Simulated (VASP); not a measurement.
# Tl (Im-3m) in VASP: single point with PBEsol

Aim: the single point of Tl with PBEsol.

Everything below comes from runs of VASP 6.6.1. Logs are shortened: lines on timing, memory, paths and dates and some standing lists are left out, and cuts for length are marked.

**1. The cell of the first run**

Symmetry: Im-3m, No. 229, cubic system. The conventional cell has a = 3.864 Å, b = 3.864 Å, c = 3.864 Å, α = 90.00°, β = 90.00°, γ = 90.00°. Tl (site symmetry m-3m) has 14 Tl at 3.35 to 3.86 Å within 4.4 Å.

This isn't the form of Tl at room conditions, which is hcp.

**2. Single point, PBEsol**

The input, INCAR:

```
SYSTEM = Tl
  PREC = Accurate
  ENCUT = 520
  EDIFF = 1E-6
  ISMEAR = -1
  SIGMA = 0.13605693000000002
  LREAL = .False.
  LASPH = .True.
  NELM = 80
  ALGO = Normal
  ISIF = 2
  LWAVE = .False.
  LCHARG = .False.
  GGA = PS
  NBANDS = 12
```

The input, KPOINTS:

```
Automatic mesh
0
Gamma
  12 12 12
  0 0 0
```

The input, POSCAR:

```
Tl
1.0
   -1.9321179109      1.9321179109      1.9321179109
    1.9321179109     -1.9321179109      1.9321179109
    1.9321179109      1.9321179109     -1.9321179109
Tl
1
Direct
    0.0000000000      0.0000000000      0.0000000000
```

Potentials or basis: VASP PAW PBE potentials, release 64 (Tl_d).

Started as:

```sh
$ cat potpaw_PBE.64/Tl_d/POTCAR > POTCAR
$ mpirun -np 1 vasp_std > vasp.out
```

OUTCAR:

```text
SYSTEM = Tl
   PREC = Accurate
   ENCUT = 520
   EDIFF = 1E-6
   ISMEAR = -1
   LREAL = .False.
   LASPH = .True.
   NELM = 80
   ISIF = 2
   GGA = PS

 ion  position               nearest neighbor table
   1  0.000  0.000  0.000-

  LATTYP: Found a body centered cubic cell.
 ALAT       =     3.8642358218

  Lattice vectors:

 A1 = (  -1.9321179109,   1.9321179109,   1.9321179109)
 A2 = (   1.9321179109,  -1.9321179109,   1.9321179109)
 A3 = (   1.9321179109,   1.9321179109,  -1.9321179109)

Analysis of symmetry for initial positions (statically):
=====================================================================
 Subroutine PRICEL returns:
 Original cell was already a primitive cell.

 Routine SETGRP: Setting up the symmetry group for a
 body centered cubic supercell.

 Subroutine GETGRP returns: Found 48 space group operations
 (whereof 48 operations were pure point group operations)
 out of a pool of 48 trial point group operations.

The static configuration has the point symmetry O_h .

Analysis of symmetry for dynamics (positions and initial velocities):
=====================================================================
 Subroutine PRICEL returns:
 Original cell was already a primitive cell.

 Routine SETGRP: Setting up the symmetry group for a
 body centered cubic supercell.

 Subroutine GETGRP returns: Found 48 space group operations
 (whereof 48 operations were pure point group operations)
 out of a pool of 48 trial point group operations.

The dynamic configuration has the point symmetry O_h .

 Subroutine INISYM returns: Found 48 space group operations
 (whereof 48 operations are pure point group operations),
 and found     1 'primitive' translations

----------------------------------------------------------------------------------------

                                     Primitive cell

  volume of cell :      28.8510

  direct lattice vectors                    reciprocal lattice vectors
    -1.932117911  1.932117911  1.932117911     0.000000000  0.258783378  0.258783378
     1.932117911 -1.932117911  1.932117911     0.258783378  0.000000000  0.258783378
     1.932117911  1.932117911 -1.932117911     0.258783378  0.258783378  0.000000000

  length of vectors
     3.346526388  3.346526388  3.346526388     0.365974963  0.365974963  0.365974963

  position of ions in fractional coordinates (direct lattice)
     0.000000000  0.000000000  0.000000000

  ion indices of the primitive-cell ions
   primitive index   ion index
                 1           1

----------------------------------------------------------------------------------------

 KPOINTS: Automatic mesh

Automatic generation of k-mesh.
 Grid dimensions read from file:
 generate k-points for:   12   12   12

 Generating k-lattice:

  Cartesian coordinates                     Fractional coordinates (reciprocal lattice)
     0.000000000  0.021565282  0.021565282     0.083333333  0.000000000  0.000000000
     0.021565282  0.000000000  0.021565282     0.000000000  0.083333333  0.000000000
     0.021565282  0.021565282  0.000000000     0.000000000  0.000000000  0.083333333

  Length of vectors
     0.030497914  0.030497914  0.030497914

  Shift w.r.t. Gamma in fractional coordinates (k-lattice)
     0.000000000  0.000000000  0.000000000

 Subroutine IBZKPT returns following result:
 ===========================================

 Found     72 irreducible k-points:

 Following reciprocal coordinates:
            Coordinates               Weight
  0.000000  0.000000  0.000000      1.000000
  0.083333  0.000000  0.000000     12.000000
  0.166667  0.000000  0.000000     12.000000
  0.250000  0.000000  0.000000     12.000000
  0.333333  0.000000  0.000000     12.000000
  0.416667  0.000000  0.000000     12.000000
[... 16 lines left out ...]
  0.333333  0.083333  0.083333     24.000000
  0.416667  0.083333  0.083333     12.000000
 [... further k-points ...]
   k-points           NKPTS =     72   k-points in BZ     NKDIM =     72   number of bands    NBANDS=     12
   number of dos      NEDOS =    301   number of ions     NIONS =      1
   total plane-waves  NPLWV =  21952
   dimension x,y,z NGX =    28 NGY =   28 NGZ =   28
   dimension x,y,z NGXF=    56 NGYF=   56 NGZF=   56
   ions per type =               1
   NGX,Y,Z   is equivalent  to a cutoff of  13.91, 13.91, 13.91 a.u.
   NGXF,Y,Z  is equivalent  to a cutoff of  27.82, 27.82, 27.82 a.u.
 SYSTEM =  Tl
   PREC   = accura    normal or accurate (medium, high low for compatibility)
   ISTART =      0    job   : 0-new  1-cont  2-samecut
   ICHARG =      2    charge: 1-file 2-atom 10-const
   ISPIN  =      1    spin polarized calculation?
   LNONCOLLINEAR =      F non collinear calculations
   LSORBIT =      F    spin-orbit coupling
   LASPH  =      T    aspherical Exc in radial PAW
   ENCUT  =  520.0 eV  38.22 Ry    6.18 a.u.   6.22  6.22  6.22*2*pi/ulx,y,z
   NELM   =     80;   NELMIN=  2; NELMDL= -5     # of ELM steps
   EDIFF  = 0.1E-05   stopping-criterion for ELM
   LREAL  =      F    real-space projection
   EDIFFG = 0.1E-04   stopping-criterion for IOM
   NSW    =      0    number of steps for IOM
   IBRION =     -1    ionic relax: 0-MD 1-quasi-New 2-CG
   NFREE  =      0    steps in history (QN), initial steepest desc. (CG)
   ISIF   =      2    stress and relaxation
   ISYM   =      2    0-nonsym 1-usesym 2-fastsym
   POTIM  = 0.5000    time-step for ionic-motion
   TEBEG  =    0.0;   TEEND  =   0.0 temperature during run
   PSTRESS=    0.0 pullay stress
   NELECT =      13.0000    total number of electrons
   NUPDOWN=      -1.0000    fix difference up-down
   EMIN   =  10.00;   EMAX   =-10.00  energy-range for DOS
   EFERMI =   0.00;   METHOD = LEGACY
   ISMEAR =    -1;   SIGMA  =   0.14  broadening in eV -4-tet -1-fermi 0-gaus
   EFERMI_NEDOS =   21; number of points for ismear=-14 and -15
   IALGO  =     38    algorithm
   IMIX   =      4    mixing-type and parameters
     AMIX     =   0.40;   BMIX     =  1.00
     AMIX_MAG =   1.60;   BMIX_MAG =  1.00
  volume/ion in A,a.u.               =      28.85       194.70
  Fermi-wavevector in a.u.,A,eV,Ry     =   1.255073  2.371744 21.432010  1.575208
  Thomas-Fermi vector in A             =   2.388847
   LORBIT       =      0    0 simple, 1 ext, 2 COOP (PROOUT), +10 PAW based schemes
   GGA     = PS    functional components
   LHFCALC =     F    Hartree Fock is set to
   AEXX    =    0.0000 exact exchange contribution
   IVDW    =     0    specifies the selected vdW correction
   LEPSILON=     F    determine dielectric tensor
   LRPA    =     F    only Hartree local field effects (RPA)
 non-spin polarized calculation
  energy-cutoff  :      520.00
  volume of cell :       28.85
 maximum number of plane-waves:       798
 NGX is ok and might be reduce to    28
   NGX = 13   NGY = 13   NGZ = 13

 number of electron      12.9999999 magnetization

 Free energy of the ion-electron system (eV)
  ---------------------------------------------------
  ext. energy  EPLUGINS =         0.00000000
  ---------------------------------------------------
  free energy    TOTEN  =        -2.63987556 eV

  energy without entropy =       -2.60841526  energy(sigma->0) =       -2.62414541

 E-fermi :   6.2599     XC(G=0): -10.3240

 val. band max:        6.2186181407   @ k =   0.5000   0.5000   0.3333
 cond. band min:       6.2615231666   @ k =  -0.4167   0.4167   0.2500
 fundamental gap:      0.0429050259
 Fermi energy:         6.2599434331

 k-point     1 :       0.0000    0.0000    0.0000
  band No.  band energies     occupation
      1      -5.3040      2.00000
      2      -5.3040      2.00000
      3      -5.3040      2.00000
      4      -4.8773      2.00000
      5      -4.8773      2.00000
      6      -3.7118      2.00000
      7      17.0401      0.00000
      8      17.0401      0.00000
      9      17.0401      0.00000
     10      18.5908      0.00000
     11      18.5908      0.00000
     12      18.5908      0.00000

 k-point     2 :       0.0833    0.0000    0.0000
  band No.  band energies     occupation
      1      -5.3165      2.00000
      2      -5.2956      2.00000
      3      -5.2604      2.00000
      4      -4.8908      2.00000
      5      -4.8775      2.00000
      6      -3.5548      2.00000
      7      15.4340      0.00000
      8      16.4679      0.00000
      9      16.6820      0.00000
     10      18.0609      0.00000
     11      18.4625      0.00000
     12      18.5679      0.00000

 k-point     3 :       0.1667    0.0000    0.0000
  band No.  band energies     occupation
      1      -5.3502      2.00000
      2      -5.2893      2.00000
      3      -5.1385      2.00000
      4      -4.9211      2.00000
      5      -4.8777      2.00000
      6      -3.0714      2.00000
      7      12.6049      0.00000
      8      15.2670      0.00000
      9      15.7789      0.00000
     10      17.4078      0.00000
     11      18.1838      0.00000
     12      18.9517      0.00000
[... 286 lines left out ...]
 k-point    23 :       0.3333    0.0833    0.0833
  band No.  band energies     occupation
      1      -5.4479      2.00000
      2      -5.3783      2.00000
      3      -4.9046      2.00000
      4      -4.8751      2.00000
      5      -4.7403      2.00000
      6       0.5238      2.00000
      7       5.1524      1.99942
      8      10.4683      0.00000
      9      11.9174      0.00000
     10      18.8209      0.00000
     11      19.4325      0.00000
     12      22.6697      0.00000

 k-point    24 :       0.4167    0.0833    0.0833
  band No.  band energies     occupation
      1      -5.4578      2.00000
      2      -5.3930      2.00000
      3      -4.8967      2.00000
      4      -4.8738      2.00000
      5      -4.7014      2.00000
      6       1.4145      2.00000
      7       3.9980      2.00000
      8      10.2412      0.00000
      9      11.7717      0.00000
     10      18.7264      0.00000
     11      19.3715      0.00000
     12      22.8931      0.00000

 [... further k-points ...]

------------------------ aborting loop because EDIFF is reached ----------------------------------------

  FORCE on cell =-STRESS in cart. coord.  units (eV):
  Direction    XX          YY          ZZ          XY          YZ          ZX
  --------------------------------------------------------------------------------------
  -------------------------------------------------------------------------------------
  Total       -0.0574077     -0.0574077     -0.0574077     -0.0000000      0.0000000     -0.0000000
  in kB       -3.1880122     -3.1880122     -3.1880122     -0.0000000      0.0000000     -0.0000000
  external PRESSURE =      -3.1880122 kB  Pullay stress =       0.0000000 kB

 VOLUME and BASIS-vectors are now :
 -----------------------------------------------------------------------------
  energy-cutoff  :      520.00
  volume of cell :       28.85
      direct lattice vectors                 reciprocal lattice vectors
    -1.932117911  1.932117911  1.932117911     0.000000000  0.258783378  0.258783378
     1.932117911 -1.932117911  1.932117911     0.258783378  0.000000000  0.258783378
     1.932117911  1.932117911 -1.932117911     0.258783378  0.258783378  0.000000000

 POSITION                                       TOTAL-FORCE (eV/Angst)
 -----------------------------------------------------------------------------------
      0.00000      0.00000      0.00000        -0.000000      0.000000     -0.000000
 -----------------------------------------------------------------------------------
    total drift:                                0.000000     -0.000000     -0.000000

  FREE ENERGIE OF THE ION-ELECTRON SYSTEM (eV)
  ---------------------------------------------------
  free  energy   TOTEN  =        -2.6398755648 eV

  energy  without entropy=       -2.6084152579  energy(sigma->0) =       -2.62414541
```

Wall time 20 s (1 thread of Intel Xeon Platinum 8259CL at 2.50GHz (Skylake/Cascade Lake), shared host); peak memory 0.17 GiB.

What came out:

```yaml
Free_energy: -2.6399 eV
Pressure: -0.3 GPa
Band_gap_on_the_k_mesh: zero (an odd number of electrons rules out a gap without spin polarisation)
```

Caveat: the PAW data sets were made with another functional, which shifts forces and pressure a little; spin-orbit coupling is left out, which moves the levels of the heavy elements.
